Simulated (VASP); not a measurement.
Si (a cell with a defect): single point with PBE+D3(BJ)

Si (a cell with a defect):

```
CELL_PARAMETERS angstrom
0.00000 5.43000 5.43000
5.43000 0.00000 5.43000
5.43000 5.43000 0.00000
ATOMIC_POSITIONS crystal
Si 0.99628 0.01301 0.99456
Si 0.11650 0.12417 0.13457
Si 0.98372 0.00482 0.50609
Si 0.11629 0.15015 0.61743
Si 0.99630 0.49556 0.99455
Si 0.14329 0.64257 0.07098
Si 0.01816 0.51748 0.44633
Si 0.11632 0.61554 0.61744
Si 0.49015 0.98943 0.03041
Si 0.62489 0.12418 0.13457
Si 0.50552 0.00482 0.50608
Si 0.61490 0.11416 0.65617
Si 0.51373 0.49557 0.99454
Si 0.62491 0.61578 0.13455
Si 0.50554 0.48297 0.50610
Si 0.65083 0.61556 0.61743
Si 0.27685 0.77621 0.67019
```

| Quantity | Value |
| --- | --- |
| Program | VASP 6.6.1 |
| Task | single point |
| Functional | PBE |
| Dispersion | D3(BJ) |
| Potentials or basis | VASP PAW PBE potentials, release 64 (Si) |
| Cutoff | 520 eV |
| k mesh | 2 × 2 × 2 |
| Occupations | fermi-dirac, width 0.05 eV |
| Spin | no spin polarisation |
| Dipole correction | no |
| Further INCAR settings | LREAL = Auto; ALGO = Normal; EDIFF = 1e-07; NBANDS = 48 |

| Item | Value |
| --- | --- |
| Pressure | 1.8 GPa |
| Largest force | 0.416 eV/Å |
| Band gap on the k mesh | zero (band 34 reaches 6.86 eV, above the bottom of band 35 at 6.77 eV) |
| Dispersion energy per atom | -0.332 eV |

Forces on the atoms (eV/Å):
```
Si  -0.031  0.006 -0.006
Si  -0.033 -0.018  0.032
Si  -0.036  0.002  0.037
Si  -0.096 -0.014  0.013
Si   0.006  0.006  0.030
Si   0.093  0.094 -0.094
Si   0.051  0.051 -0.051
Si  -0.012 -0.013  0.097
Si  -0.059 -0.059  0.059
Si  -0.033 -0.033  0.019
Si  -0.035 -0.036 -0.002
Si  -0.030 -0.031  0.032
Si   0.006 -0.031 -0.006
Si  -0.017 -0.032  0.032
Si   0.000 -0.036  0.036
Si  -0.012 -0.096  0.013
Si   0.240  0.241 -0.240
```

Stress tensor (GPa, compression positive):
```
 1.84 -0.38  0.38
-0.38  1.84  0.38
 0.38  0.38  1.84
```

Levels at points of the mesh, in eV from the Fermi level:
| k point | band 31 | band 32 | band 33 | band 34 | band 35 | band 36 | band 37 | band 38 |
| --- | --- | --- | --- | --- | --- | --- | --- | --- |
| (0.00, 0.00, 0.00) | -0.91 | -0.75 | -0.75 | -0.51 | -0.07 | -0.07 | 0.16 | 0.16 |
| (0.50, 0.00, 0.00) | -1.44 | -1.41 | -1.08 | -0.13 | 0.15 | 0.78 | 0.87 | 0.94 |
| (0.00, 0.50, 0.00) | -1.44 | -1.41 | -1.08 | -0.13 | 0.15 | 0.78 | 0.87 | 0.94 |
| (0.00, 0.00, 0.50) | -1.50 | -1.35 | -1.35 | -0.32 | 0.41 | 0.41 | 1.14 | 1.14 |
| (0.50, 0.50, 0.50) | -1.44 | -1.41 | -1.08 | -0.13 | 0.15 | 0.78 | 0.87 | 0.94 |
| (0.50, 0.50, 0.00) | -1.95 | -1.79 | -0.85 | 0.01 | 0.48 | 1.19 | 1.32 | 1.33 |
| (0.00, 0.50, 0.50) | -1.95 | -1.79 | -0.85 | 0.01 | 0.48 | 1.19 | 1.32 | 1.33 |
| (0.50, 0.00, 0.50) | -1.95 | -1.79 | -0.85 | 0.01 | 0.48 | 1.19 | 1.32 | 1.33 |

It took 2.2 min on 1 thread of Intel(R) Xeon(R) 6975P-C (Granite Rapids) (shared host), peak memory 0.46 GiB.

Caveat: the k points lie up to 0.50 Å⁻¹ apart.
